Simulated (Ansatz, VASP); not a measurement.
## Two plane-wave programs on Hf3Si2N

```
CELL_PARAMETERS angstrom
4.52159 0.00000 0.00000
-2.26079 3.91581 0.00000
0.00000 0.00000 5.50360
ATOMIC_POSITIONS crystal
Hf 0.66667 0.33333 0.50000
Hf 0.00000 0.00000 0.00000
Hf 0.00000 0.00000 0.50000
Si 0.33333 0.66667 0.26069
Si 0.33333 0.66667 0.73931
N 0.66667 0.33333 0.00000
```

Change from the starting cell: species swapped into the Sr2Al3Ge type (P-6m2, No. 187).

Alike in both runs: functional PBE; k mesh 6 × 6 × 4; occupations gaussian, width 0.1 eV; no spin polarisation.

Ansatz relaxed the structure, and its values are those at the end. VASP's run is a single point on that final structure, the one shown.

```csv
,VASP,Ansatz
version,VASP 6.6.1,Ansatz 0.2.0
potentials or method,"VASP PAW PBE potentials, release 64 (Hf_pv, Si, N), cutoff 520 eV","scalar-relativistic, plane waves, PAW"
valence electrons in the cell,43,91
```

```csv
,VASP,Ansatz,Ansatz less VASP
gap on the k mesh at the Fermi level (eV),none,none,-
pressure (GPa),-0.8,-0.2,+0.57
rms of the force components (eV/Å),0.012,0.011,-0.0016
```

A gap of «none» marks a metal or a gap that the smearing closes. VASP's potentials hold 43 valence electrons a cell and Ansatz's 91, so a difference there can come from the potentials and not from the codes.

Spin-orbit coupling is off throughout.
